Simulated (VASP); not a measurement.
# Al3Si2F (P3m1) in VASP: single point with PBE

Aim: the single point of Al3Si2F with PBE.

Everything below comes from runs of VASP 6.6.1. Logs are shortened: lines on timing, memory, paths and dates and some standing lists are left out, and cuts for length are marked.

### 1 The cell of the first run

The structure is trigonal, space group P3m1 (No. 156). The conventional cell has a = 4.502 Å, b = 4.502 Å, c = 5.626 Å, α = 90.00°, β = 90.00°, γ = 120.00°. Al (site symmetry 3m) has 3 F at 2.60 Å and 6 Si at 2.68 to 3.10 Å and 5 Al at 2.74 to 3.11 Å within 3.4 Å. Within 3.6 Å of Al (site symmetry 3m) lie 5 Al at 2.74 to 2.89 Å and 6 Si at 2.80 to 3.42 Å. Within 2.4 Å of Al (site symmetry 3m) lie 1 F at 1.85 Å. Si (site symmetry 3m) has 1 Si at 2.35 Å and 6 Al at 2.68 to 2.81 Å and 3 F at 2.72 Å within 3.1 Å. Si (site symmetry 3m) has 1 Si at 2.35 Å and 3 Al at 2.80 Å and 3 F at 3.03 Å within 3.1 Å. F (site symmetry 3m) has 1 Al at 1.85 Å within 2.4 Å.

### 2 Single point, PBE

INCAR

```
PREC = Accurate
ENCUT = 600
EDIFF = 1E-6
ISMEAR = 0
SIGMA = 0.15
LREAL = False
LASPH = True
NELM = 120
ALGO = Normal
ISIF = 2
LWAVE = False
LCHARG = False
GGA = PE
NBANDS = 21
GGA_COMPAT = False
```

KPOINTS

```
Automatic mesh
0
Gamma
  3 3 2
```

POSCAR

```
Al3Si2F
1.0
    4.5021452302      0.0000000032      0.0000000000
   -2.2510726179      3.8989721393      0.0000000000
    0.0000000000      0.0000000000      5.6259177207
Al Si F
3 2 1
Direct
    0.6666666667      0.3333333333      0.5648465060
    0.6666666667      0.3333333333      0.0778489534
    0.0000000000      0.0000000000      0.8699309849
    0.3333333333      0.6666666667      0.6819313256
    0.3333333333      0.6666666667      0.2636085218
    0.0000000000      0.0000000000      0.5418337383
```

Potentials or basis: VASP PAW PBE potentials, release 64 (Al, Si, F).

On the command line:

```console
cat potpaw_PBE.64/Al/POTCAR potpaw_PBE.64/Si/POTCAR potpaw_PBE.64/F/POTCAR > POTCAR
mpirun -np 1 vasp_std > vasp.out
```

OUTCAR:

```text
PREC = Accurate
   ENCUT = 600
   EDIFF = 1E-6
   ISMEAR = 0
   LREAL = False
   LASPH = True
   NELM = 120
   ISIF = 2
   GGA = PE

 ion  position               nearest neighbor table
   1  0.667  0.333  0.565-   6 2.60   6 2.60   6 2.60   4 2.68   4 2.68   4 2.68   2 2.74   2 2.89
                             5 3.10   5 3.10   5 3.10   3 3.11   3 3.11   3 3.11
   2  0.667  0.333  0.078-   1 2.74   5 2.80   5 2.80   5 2.80   3 2.85   3 2.85   3 2.85   1 2.89

   3  0.000  0.000  0.870-   6 1.85   4 2.81   4 2.81   4 2.81   2 2.85   2 2.85   2 2.85   1 3.11
                             1 3.11   1 3.11
   4  0.333  0.667  0.682-   5 2.35   1 2.68   1 2.68   1 2.68   3 2.81   3 2.81   3 2.81
   5  0.333  0.667  0.264-   4 2.35   2 2.80   2 2.80   2 2.80   1 3.10   1 3.10   1 3.10
   6  0.000  0.000  0.542-   3 1.85   1 2.60   1 2.60   1 2.60

  LATTYP: Found a hexagonal cell.
 ALAT       =     4.5021452302
 C/A-ratio  =     1.2496082274

  Lattice vectors:

 A1 = (   4.5021452302,   0.0000000032,   0.0000000000)
 A2 = (  -2.2510726179,   3.8989721393,   0.0000000000)
 A3 = (   0.0000000000,   0.0000000000,   5.6259177207)

Analysis of symmetry for initial positions (statically):
=====================================================================
 Subroutine PRICEL returns:
 Original cell was already a primitive cell.

 Routine SETGRP: Setting up the symmetry group for a
 hexagonal supercell.

 Subroutine GETGRP returns: Found  6 space group operations
 (whereof  6 operations were pure point group operations)
 out of a pool of 24 trial point group operations.

The static configuration has the point symmetry C_3v.

Analysis of symmetry for dynamics (positions and initial velocities):
=====================================================================
 Subroutine PRICEL returns:
 Original cell was already a primitive cell.

 Routine SETGRP: Setting up the symmetry group for a
 hexagonal supercell.

 Subroutine GETGRP returns: Found  6 space group operations
 (whereof  6 operations were pure point group operations)
 out of a pool of 24 trial point group operations.

The dynamic configuration has the point symmetry C_3v.

 Subroutine INISYM returns: Found  6 space group operations
 (whereof  6 operations are pure point group operations),
 and found     1 'primitive' translations

----------------------------------------------------------------------------------------

                                     Primitive cell

  volume of cell :      98.7559

  direct lattice vectors                    reciprocal lattice vectors
     4.502145230  0.000000003  0.000000000     0.222116335  0.128238926  0.000000000
    -2.251072618  3.898972139  0.000000000    -0.000000000  0.256477852  0.000000000
     0.000000000  0.000000000  5.625917721     0.000000000  0.000000000  0.177748778

  length of vectors
     4.502145230  4.502145230  5.625917721     0.256477852  0.256477852  0.177748778

  position of ions in fractional coordinates (direct lattice)
     0.666666667  0.333333333  0.564846506
     0.666666667  0.333333333  0.077848953
     0.000000000  0.000000000  0.869930985
     0.333333333  0.666666667  0.681931326
     0.333333333  0.666666667  0.263608522
     0.000000000  0.000000000  0.541833738

  ion indices of the primitive-cell ions
   primitive index   ion index
                 1           1
                 2           2
                 3           3
                 4           4
                 5           5
                 6           6

----------------------------------------------------------------------------------------

 KPOINTS: Automatic mesh

Automatic generation of k-mesh.
 Grid dimensions read from file:
 generate k-points for:    3    3    2

 Generating k-lattice:

  Cartesian coordinates                     Fractional coordinates (reciprocal lattice)
     0.074038778  0.042746309  0.000000000     0.333333333  0.000000000  0.000000000
    -0.000000000  0.085492617  0.000000000    -0.000000000  0.333333333  0.000000000
     0.000000000  0.000000000  0.088874389     0.000000000  0.000000000  0.500000000

  Length of vectors
     0.085492617  0.085492617  0.088874389

  Shift w.r.t. Gamma in fractional coordinates (k-lattice)
     0.000000000  0.000000000  0.000000000

 Subroutine IBZKPT returns following result:
 ===========================================

 Found      6 irreducible k-points:

 Following reciprocal coordinates:
            Coordinates               Weight
  0.000000  0.000000  0.000000      1.000000
  0.333333 -0.000000  0.000000      6.000000
  0.333333  0.333333  0.000000      2.000000
  0.000000  0.000000  0.500000      1.000000
  0.333333 -0.000000  0.500000      6.000000
  0.333333  0.333333  0.500000      2.000000
   k-points           NKPTS =      6   k-points in BZ     NKDIM =      6   number of bands    NBANDS=     21
   number of dos      NEDOS =    301   number of ions     NIONS =      6
   total plane-waves  NPLWV =  62208
   dimension x,y,z NGX =    36 NGY =   36 NGZ =   48
   dimension x,y,z NGXF=    72 NGYF=   72 NGZF=   96
   ions per type =               3   2   1
   NGX,Y,Z   is equivalent  to a cutoff of  13.29, 13.29, 14.18 a.u.
   NGXF,Y,Z  is equivalent  to a cutoff of  26.59, 26.59, 28.37 a.u.
 SYSTEM =  unknown system
   PREC   = accura    normal or accurate (medium, high low for compatibility)
   ISTART =      0    job   : 0-new  1-cont  2-samecut
   ICHARG =      2    charge: 1-file 2-atom 10-const
   ISPIN  =      1    spin polarized calculation?
   LNONCOLLINEAR =      F non collinear calculations
   LSORBIT =      F    spin-orbit coupling
   LASPH  =      T    aspherical Exc in radial PAW
   ENCUT  =  600.0 eV  44.10 Ry    6.64 a.u.   8.99  8.99 11.24*2*pi/ulx,y,z
   NELM   =    120;   NELMIN=  2; NELMDL= -5     # of ELM steps
   EDIFF  = 0.1E-05   stopping-criterion for ELM
   LREAL  =      F    real-space projection
   EDIFFG = 0.1E-04   stopping-criterion for IOM
   NSW    =      0    number of steps for IOM
   IBRION =     -1    ionic relax: 0-MD 1-quasi-New 2-CG
   NFREE  =      0    steps in history (QN), initial steepest desc. (CG)
   ISIF   =      2    stress and relaxation
   ISYM   =      2    0-nonsym 1-usesym 2-fastsym
   POTIM  = 0.5000    time-step for ionic-motion
   TEBEG  =    0.0;   TEEND  =   0.0 temperature during run
   PSTRESS=    0.0 pullay stress
   NELECT =      24.0000    total number of electrons
   NUPDOWN=      -1.0000    fix difference up-down
   EMIN   =  10.00;   EMAX   =-10.00  energy-range for DOS
   EFERMI =   0.00;   METHOD = LEGACY
   ISMEAR =     0;   SIGMA  =   0.15  broadening in eV -4-tet -1-fermi 0-gaus
   EFERMI_NEDOS =   21; number of points for ismear=-14 and -15
   IALGO  =     38    algorithm
   IMIX   =      4    mixing-type and parameters
     AMIX     =   0.40;   BMIX     =  1.00
     AMIX_MAG =   1.60;   BMIX_MAG =  1.00
  volume/ion in A,a.u.               =      16.46       111.07
  Fermi-wavevector in a.u.,A,eV,Ry     =   1.021624  1.930589 14.200601  1.043715
  Thomas-Fermi vector in A             =   2.155258
   LORBIT       =      0    0 simple, 1 ext, 2 COOP (PROOUT), +10 PAW based schemes
   GGA     = PE    functional components
   LHFCALC =     F    Hartree Fock is set to
   AEXX    =    0.0000 exact exchange contribution
   IVDW    =     0    specifies the selected vdW correction
   LEPSILON=     F    determine dielectric tensor
   LRPA    =     F    only Hartree local field effects (RPA)
 non-spin polarized calculation
 Gauss-broadening in eV      SIGMA  =   0.15
  energy-cutoff  :      600.00
  volume of cell :       98.76
 maximum number of plane-waves:      3324
 NGX is ok and might be reduce to    36
   NGX = 17   NGY = 17   NGZ = 23

 number of electron      24.0000010 magnetization

 Free energy of the ion-electron system (eV)
  ---------------------------------------------------
  ext. energy  EPLUGINS =         0.00000000
  ---------------------------------------------------
  free energy    TOTEN  =       -25.19905546 eV

  energy without entropy =      -25.17923553  energy(sigma->0) =      -25.18914549

 E-fermi :   6.7775     XC(G=0): -10.0057

 val. band max:        6.4139883132   @ k =   0.3333   0.3333   0.5000
 cond. band min:       6.8415061872   @ k =   0.0000   0.0000   0.5000
 fundamental gap:      0.4275178740
 Fermi energy:         6.7774626602

 k-point     1 :       0.0000    0.0000    0.0000
  band No.  band energies     occupation
      1     -18.0862      2.00000
      2      -4.0468      2.00000
      3      -1.4495      2.00000
      4       0.0518      2.00000
      5       0.0518      2.00000
      6       0.4639      2.00000
      7       1.5754      2.00000
      8       4.2772      2.00000
      9       4.2772      2.00000
     10       4.6268      2.00000
     11       6.9889      0.04620
     12       6.9889      0.04620
     13       7.7587      0.00000
     14       7.7587      0.00000
     15       7.7857      0.00000
     16       8.4703      0.00000
     17       9.8717      0.00000
     18       9.8722      0.00000
     19       9.8722      0.00000
     20      11.1253      0.00000
     21      11.1253      0.00000

 k-point     2 :       0.3333   -0.0000    0.0000
  band No.  band energies     occupation
      1     -18.0731      2.00000
      2      -3.6247      2.00000
      3      -1.0966      2.00000
      4      -0.4862      2.00000
      5      -0.2451      2.00000
      6       0.8590      2.00000
      7       1.5786      2.00000
      8       2.3542      2.00000
      9       4.1525      2.00000
     10       4.3055      2.00000
     11       4.6109      2.00000
     12       6.0864      2.00000
     13       6.9312      0.14722
     14       7.8894      0.00000
     15       8.9201      0.00000
     16       9.5165      0.00000
     17      10.8375      0.00000
     18      11.1425      0.00000
     19      12.7169      0.00000
     20      13.4702      0.00000
     21      13.7138      0.00000

 k-point     3 :       0.3333    0.3333    0.0000
  band No.  band energies     occupation
      1     -18.0666      2.00000
      2      -3.1805      2.00000
      3      -1.7193      2.00000
      4      -0.8209      2.00000
      5       0.6694      2.00000
      6       1.3688      2.00000
      7       1.3692      2.00000
      8       1.8552      2.00000
      9       2.9213      2.00000
     10       3.4606      2.00000
     11       5.0340      2.00000
     12       5.5673      2.00000
     13       6.3674      1.99989
     14       8.6639      0.00000
     15       9.2617      0.00000
     16      11.1275      0.00000
     17      11.5293      0.00000
     18      12.4668      0.00000
     19      12.9797      0.00000
     20      13.6052      0.00000
     21      14.1028      0.00000

 k-point     4 :       0.0000    0.0000    0.5000
  band No.  band energies     occupation
      1     -18.0854      2.00000
      2      -3.3226      2.00000
      3      -2.9317      2.00000
      4       0.0682      2.00000
      5       0.0682      2.00000
      6       0.1607      2.00000
      7       4.5321      2.00000
      8       4.8444      2.00000
      9       4.8444      2.00000
     10       5.0723      2.00000
     11       5.9840      2.00000
     12       5.9840      2.00000
     13       6.0777      2.00000
     14       6.8415      0.54597
     15       6.9021      0.23986
     16       6.9021      0.23986
     17       9.7887      0.00000
     18      10.1815      0.00000
     19      10.1815      0.00000
     20      13.0767      0.00000
     21      13.9521      0.00000

 k-point     5 :       0.3333   -0.0000    0.5000
  band No.  band energies     occupation
      1     -18.0725      2.00000
      2      -3.0889      2.00000
      3      -2.1778      2.00000
      4      -0.3308      2.00000
      5      -0.2012      2.00000
      6       0.3880      2.00000
      7       1.7935      2.00000
      8       2.3390      2.00000
      9       4.4792      2.00000
     10       4.9231      2.00000
     11       5.2494      2.00000
     12       5.9576      2.00000
     13       7.2973      0.00000
     14       7.7747      0.00000
     15       9.7991      0.00000
     16       9.8282      0.00000
     17      10.5819      0.00000
     18      10.9319      0.00000
     19      11.6592      0.00000
     20      11.6733      0.00000
     21      13.2517      0.00000

 k-point     6 :       0.3333    0.3333    0.5000
  band No.  band energies     occupation
      1     -18.0660      2.00000
      2      -2.8270      2.00000
      3      -1.3835      2.00000
      4      -1.0378      2.00000
      5      -0.6507      2.00000
      6       0.6014      2.00000
      7       1.4833      2.00000
      8       2.3949      2.00000
      9       2.6907      2.00000
     10       3.4589      2.00000
     11       6.4140      1.99939
     12       8.1963      0.00000
     13       8.6752      0.00000
     14       8.7512      0.00000
     15       9.3974      0.00000
     16       9.5747      0.00000
     17       9.8573      0.00000
     18      10.4046      0.00000
     19      10.4279      0.00000
     20      11.5883      0.00000
     21      13.1968      0.00000

------------------------ aborting loop because EDIFF is reached ----------------------------------------

  FORCE on cell =-STRESS in cart. coord.  units (eV):
  Direction    XX          YY          ZZ          XY          YZ          ZX
  --------------------------------------------------------------------------------------
  -------------------------------------------------------------------------------------
  Total        0.0808269      0.0808269      0.0642061     -0.0000000     -0.0000000      0.0000000
  in kB        1.3113051      1.3113051      1.0416547     -0.0000000     -0.0000000      0.0000000
  external PRESSURE =       1.2214216 kB  Pullay stress =       0.0000000 kB

 VOLUME and BASIS-vectors are now :
 -----------------------------------------------------------------------------
  energy-cutoff  :      600.00
  volume of cell :       98.76
      direct lattice vectors                 reciprocal lattice vectors
     4.502145230  0.000000003  0.000000000     0.222116335  0.128238926  0.000000000
    -2.251072618  3.898972139  0.000000000    -0.000000000  0.256477852  0.000000000
     0.000000000  0.000000000  5.625917721     0.000000000  0.000000000  0.177748778

 POSITION                                       TOTAL-FORCE (eV/Angst)
 -----------------------------------------------------------------------------------
      2.25107      1.29966      3.17778         0.000000     -0.000000      0.019701
      2.25107      1.29966      0.43797        -0.000000      0.000000     -0.028245
      0.00000      0.00000      4.89416        -0.000000     -0.000000      0.039979
     -0.00000      2.59931      3.83649        -0.000000      0.000000     -0.035411
     -0.00000      2.59931      1.48304        -0.000000      0.000000      0.044672
      0.00000      0.00000      3.04831         0.000000     -0.000000     -0.040697
 -----------------------------------------------------------------------------------
    total drift:                                0.000000      0.000000     -0.001754

  FREE ENERGIE OF THE ION-ELECTRON SYSTEM (eV)
  ---------------------------------------------------
  free  energy   TOTEN  =       -25.1990554568 eV

  energy  without entropy=      -25.1792355267  energy(sigma->0) =      -25.18914549
```

Run time: 14 s. Hardware: 1 thread of Intel Xeon Platinum 8559C (Emerald Rapids), shared host; peak memory 0.22 GiB.

Results:

```yaml
Free_energy: -25.1991 eV
Pressure: 0.1 GPa
Largest_force: 0.045 eV/Å
Band_gap_on_the_k_mesh: zero (band 12 reaches 8.20 eV, above the bottom of band 13 at 6.08 eV)
```

Forces on the atoms (eV/Å):
```
Al   0.000  0.000  0.020
Al   0.000  0.000 -0.028
Al   0.000  0.000  0.040
Si   0.000  0.000 -0.035
Si   0.000  0.000  0.045
F    0.000  0.000 -0.041
```

Levels at points of the mesh, in eV from the Fermi level:
```csv
k point,band 8,band 9,band 10,band 11,band 12,band 13,band 14,band 15,band 16,band 17
"(0.00, 0.00, 0.00)",-2.50,-2.50,-2.15,0.21,0.21,0.98,0.98,1.01,1.69,3.09
"(0.00, 0.00, 0.50)",-1.93,-1.93,-1.71,-0.79,-0.79,-0.70,0.06,0.12,0.12,3.01
```

Caveat: the k points lie up to 0.56 Å⁻¹ apart.
